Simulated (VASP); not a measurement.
Runs of VASP 6.6.1 on Co. The structure is that of space group Pm-3m (No. 221), or close to it. The cells are those of the table. The cell was built from a structure type or drawn by symmetry, and may not be a known phase.

```csv
task,cell,k mesh,cutoff (eV),gap on the mesh (eV),pressure (GPa),moment (μB),relaxed volume (Å³/atom)
relaxation of cell and atoms,"relaxed from a = 3.413 Å, 3 atoms",6 × 6 × 6,600,none,0.1,5.61,13.18
single point,"a = 3.410 Å, 3 atoms",14 × 14 × 14,520,none,(a),5.55,-
single point,"a = 3.413 Å, 3 atoms",6 × 6 × 6,520,none,-0.8,(b),-
relaxation of cell and atoms,"relaxed from a = 3.413 Å, 3 atoms",14 × 14 × 14,600,none,0.0,5.54,13.16
relaxation of cell and atoms,"relaxed from a = 3.782 Å, 3 atoms",4 × 4 × 4,600,none,-0.1,5.84,13.22
```

Alike in all rows: level PBE; potentials or basis VASP PAW PBE potentials, release 64 (Co); spin collinear, ferromagnetic start; smearing gaussian 0.1 eV.

Estimate the missing entries.

(a) -0.6; (b) 5.62.

Caveats: some runs use coarse meshes; the volume moved by over 15 % at a fixed basis, so the end points are rough (at least some runs).

A gap of «none» marks levels without a gap at the run's occupations.
